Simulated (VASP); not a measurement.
# SiRu5: single point with LDA

The system is SiRu5, a slab with vacuum.

```
Ru Si
1.0
     2.67406    0.00000    0.00000
    -1.33703    2.31580    0.00000
     0.00000    0.00000   23.89992
Ru Si
5 1
Direct
  0.66667 0.33333 0.16736
  0.33333 0.66667 0.25579
  0.66667 0.33333 0.34436
  0.33333 0.66667 0.43345
  0.66667 0.33333 0.51883
  0.66667 0.50000 0.61667
```

```yaml
Program: VASP 6.6.1
Task: single point
Functional: LDA
Potentials_or_basis: VASP PAW LDA potentials, release 64 (Ru_pv, Si)
Cutoff: 520 eV
k_mesh: 12 × 12 × 1
Occupations: gaussian, width 0.1 eV
Spin: no spin polarisation
Dipole_correction: yes
Further_INCAR_settings: ALGO = Fast; EDIFF = 1e-07; NBANDS = 46
```

* Largest force: 0.831 eV/Å
* Band gap on the k mesh: zero (bands 37 and 38 overlap by 2.56 eV)

Forces in eV/Å, atoms in the order of the input:
```
Ru  -0.005  0.008  0.791
Ru   0.018 -0.031 -0.830
Ru  -0.023  0.025  0.113
Ru   0.053 -0.126 -0.456
Ru   0.110 -0.139  0.382
Si  -0.153  0.262  0.000
```

Levels at points of the mesh, in eV from the Fermi level:
| k point | band 34 | band 35 | band 36 | band 37 | band 38 | band 39 | band 40 | band 41 |
| --- | --- | --- | --- | --- | --- | --- | --- | --- |
| (0.00, 0.00, 0.00) | -2.04 | -2.03 | -1.09 | -1.08 | -0.56 | -0.27 | -0.26 | 0.58 |
| (0.50, 0.00, 0.00) | 0.34 | 0.54 | 0.83 | 1.49 | 1.54 | 1.69 | 1.81 | 2.01 |
| (0.00, 0.50, 0.00) | 0.28 | 0.51 | 0.91 | 1.49 | 1.54 | 1.69 | 1.82 | 1.98 |
| (0.50, 0.50, 0.00) | 0.47 | 0.56 | 0.70 | 1.50 | 1.54 | 1.69 | 1.81 | 2.01 |

It took 14 min on 1 thread of Oxide Virtual Turin-like Processor, on a shared host, peak memory 0.43 GiB.
